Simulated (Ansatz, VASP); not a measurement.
## CoO: VASP beside Ansatz

The input INCAR:

```
  PREC = Accurate
  ENCUT = 520
  EDIFF = 1E-6
  ISMEAR = -1
  SIGMA = 0.05
  LREAL = False
  LASPH = True
  NELM = 150
  ALGO = Normal
  ISIF = 2
  LWAVE = False
  LCHARG = True
  ISPIN = 2
  MAGMOM = 2 0
  LORBIT = 11
  LMAXMIX = 4
  GGA = PS
  LELF = True
  LVHAR = True
  NBANDS = 18
```

The input KPOINTS:

```
Automatic mesh
0
Gamma
  12 12 12
```

POSCAR

```
CoO
1.0
   -1.4978788897      1.4978788897      2.0931045106
    1.4978788897     -1.4978788897      2.0931045106
    1.4978788897      1.4978788897     -2.0931045106
Co O
1 1
Direct
    0.0000000000      0.0000000000      0.0000000000
    0.5000000000      0.5000000000      0.0000000000
```

The input input.yaml:

```yaml
crystal:
  lattice:
    - [-1.4978788897, 1.4978788897, 2.0931045106]
    - [1.4978788897, -1.4978788897, 2.0931045106]
    - [1.4978788897, 1.4978788897, -2.0931045106]
  atoms:
    - { symbol: Co, position: [0.0, 0.0, 0.0], spin: 2.0 }
    - { symbol: O, position: [0.5, 0.5, 0.0] }
hamiltonian:
  xc: pbesol
  pseudopotentials: { kind: paw }
magnetization:
  spin_polarized: true
kpoints:
  mp_grid: { grid: [12, 12, 12] }
scf:
  occupations: { method: fermi_dirac, width: 0.05 }
output:
  forces: true
  stress: true
  eigenvalues: true
```

Alike in both runs: task single point; functional PBEsol; k mesh 12 × 12 × 12; occupations fermi-dirac, width 0.05 eV; collinear spin.

```csv
,VASP,Ansatz
version,VASP 6.6.1,Ansatz 0.2.0
potentials or method,"VASP PAW PBE potentials, release 64 (Co, O)",Ansatz PAW
plane-wave cutoff (eV),520,420
valence electrons in the cell,15,23
```

|  | VASP | Ansatz | Ansatz less VASP |
| --- | --- | --- | --- |
| gap on the k mesh at the Fermi level (eV) | none | none | - |
| pressure (GPa) | -6.5 | -5.9 | +0.68 |
| traceless stress, the component that is largest in VASP (GPa) | 0.23 | 0.29 | +0.060 |
| net moment per atom (μB) | 1.44 | 1.45 | +0.016 |
| size of the moment on the site where the two differ most (μB) | 2.52 | 2.45 | -0.068 |

VASP's potentials were made for PBE, not for PBEsol. Site moments also hang on the region over which each program counts them. A gap of «none» marks a metal or a gap that the smearing closes. With one functional, cell and mesh, what is left measures potentials, basis and numerics. VASP's potentials hold 15 valence electrons a cell and Ansatz's 23, so a difference there can come from the potentials and not from the codes.
